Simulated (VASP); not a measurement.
A run of VASP 6.6.1 is set up as follows.

INCAR

```
SYSTEM = P
PREC     = Accurate       ! precision mode
ENCUT    = 520            ! plane-wave cutoff, eV
EDIFF    = 1E-6           ! SCF threshold, eV
ISMEAR   = 0              ! smearing method
SIGMA    = 0.1            ! smearing width, eV
LREAL    = .False.        ! projectors in reciprocal space
LASPH    = .True.         ! aspherical terms in the spheres
NELM     = 100            ! most SCF steps
ALGO     = Normal         ! electronic algorithm
ISIF     = 2              ! what is computed and relaxed
LWAVE    = .False.        ! write WAVECAR
LCHARG   = .True.         ! write CHGCAR
GGA      = PE             ! functional
LELF     = .True.         ! ELF
LVHAR    = .True.       
NBANDS   = 12             ! bands
```

Contents of KPOINTS:

```
Automatic mesh
0
Gamma
  22 22 22
  0 0 0
```

The input POSCAR:

```
P
1.0
   -1.7479696411      1.7479696411      2.4848983800
    1.7479696411     -1.7479696411      2.4848983800
    1.7479696411      1.7479696411     -2.4848983800
P
2
Direct
    0.2718163301      0.2718163301      0.0000000000
    0.7281836699      0.7281836699      0.0000000000
```

Potentials or basis: VASP PAW PBE potentials, release 64 (P).

Run with:

```console
$ cat potpaw_PBE.64/P/POTCAR > POTCAR
$ mpirun -np 1 vasp_std > vasp.out
```

**Question.** Predict the band gap on the k mesh.

**Answer.** Zero (bands 5 and 6 overlap by 1.21 eV).

**Question.** Estimate the largest force.

**Answer.** 0.036 eV/Å.

**Question.** Estimate the pressure.

**Answer.** -0.3 GPa.

Forces on the atoms (eV/Å):
```
P    0.000  0.000  0.036
P    0.000  0.000 -0.036
```
